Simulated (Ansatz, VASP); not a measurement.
Zn2C: VASP beside Ansatz

File POSCAR:

```
Zn2C
1.0
    0.0000000000      2.4410599437      2.6427007396
    2.4410599437      0.0000000000      2.6427007396
    2.4410599437      2.4410599437      0.0000000000
C Zn
1 2
Direct
    0.0000000000      0.0000000000      0.0000000000
    0.2500000000      0.2500000000      0.2500000000
    0.7500000000      0.7500000000      0.7500000000
```

Contents of INCAR.step1:

```
PREC = Accurate
ENCUT = 520
ISMEAR = -1
SIGMA = 0.02
LREAL = False
LASPH = True
NELM = 80
NBANDS = 21
GGA = PE
ALGO = Normal
EDIFF = 1E-4
LWAVE = True
LCHARG = False
```

INCAR.step2

```
PREC = Accurate
ENCUT = 520
EDIFF = 1E-7
ISMEAR = -1
SIGMA = 0.02
LREAL = False
LASPH = True
NELM = 80
ALGO = Normal
ISIF = 2
LWAVE = False
LCHARG = False
METAGGA = R2SCAN
LMIXTAU = True
NBANDS = 21
ISTART = 1
```

The input KPOINTS:

```
Automatic mesh
0
Gamma
  8 8 8
```

Input for Ansatz:

```yaml
crystal:
  lattice:
    - [0.0, 2.4410599437, 2.6427007396]
    - [2.4410599437, 0.0, 2.6427007396]
    - [2.4410599437, 2.4410599437, 0.0]
  atoms:
    - { symbol: C, position: [0.0, 0.0, 0.0] }
    - { symbol: Zn, position: [0.25, 0.25, 0.25] }
    - { symbol: Zn, position: [0.75, 0.75, 0.75] }
kpoints:
  mp_grid: { grid: [8, 8, 8] }
  band_path:
    path:
      - [0.0, 0.0, 0.0]
      - [0.5, 0.0, 0.5]
      - [0.625, 0.25, 0.625]
      - [0.375, 0.375, 0.75]
      - [0.5, 0.5, 0.5]
      - [0.5, 0.25, 0.75]
    npoints: 1
hamiltonian:
  xc: r2scan
scf:
  occupations: { method: fermi_dirac, width: 0.02 }
  n_extra_bands: 4
output:
  forces: true
  stress: true
  eigenvalues: true
```

Change from the starting cell: epitaxial_xy strain -5.3%.

Alike in both runs: task single point; functional r2SCAN; k mesh 8 × 8 × 8; occupations fermi-dirac, width 0.02 eV; no spin polarisation.

```csv
,VASP,Ansatz
version,VASP 6.6.1,Ansatz 0.2.0
potentials or method,"VASP PAW PBE potentials, release 64 (C, Zn)","plane waves, PAW"
plane-wave cutoff (eV),520,500
valence electrons in the cell,28,28
```

```tsv
	VASP	Ansatz	Ansatz less VASP
pressure (GPa)	16.5	15.5	-0.97
traceless stress, the component that is largest in VASP (GPa)	-15.80	-15.55	+0.250
```

VASP's potentials were made for PBE, not for r2SCAN. With one functional, cell and mesh, what is left measures potentials, basis and numerics.
